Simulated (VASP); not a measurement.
Set up this calculation in VASP 6.6.1, as the native input.

* Task: single point
* Functional: PBEsol
* Potentials or basis: VASP PAW PBE potentials, release 64 (F)
* Cutoff: 600 eV
* k mesh: 16 × 16 × 16
* Occupations: fermi-dirac, width 0.05 eV
* Spin: no spin polarisation
* Dipole correction: no
* Further INCAR settings: ALGO = Normal; EDIFF = 1e-06; NBANDS = 14

The structure of F lies in POSCAR:

```
F
1.0
    0.0000000000      1.8091972311      1.8091972311
    1.8091972311      0.0000000000      1.8091972311
    1.8091972311      1.8091972311      0.0000000000
F
2
Direct
   -0.1250000000     -0.1250000000     -0.1250000000
    0.1250000000      0.1250000000      0.1250000000
```

One way to write it, as run:

INCAR

```
SYSTEM = F
  PREC = Accurate
  ENCUT = 600
  EDIFF = 1E-6
  ISMEAR = -1
  SIGMA = 0.05
  LREAL = .FALSE.
  LASPH = .TRUE.
  NELM = 120
  ALGO = Normal
  ISIF = 2
  LWAVE = .FALSE.
  LCHARG = .FALSE.
  GGA = PS
  NBANDS = 14
  GGA_COMPAT = .FALSE.
```

KPOINTS

```
regular mesh
0
G
  16 16 16
  0 0 0
```

Potentials or basis: VASP PAW PBE potentials, release 64 (F).

Launch:

```sh
$ cat potpaw_PBE.64/F/POTCAR > POTCAR
$ mpirun -np 1 vasp_std > vasp.out
```

Results of the run:

```yaml
Pressure: 289.4 GPa
Band_gap_on_the_k_mesh: zero (bands 7 and 8 overlap by 4.21 eV)
```

Caveat: the cell stands under pressure; the PAW data sets were made with another functional, which shifts forces and pressure a little.

Wall time 14 s on 1 thread of AMD EPYC 9R14 (Zen 4), with other jobs on the host, peak memory 0.1 GiB.
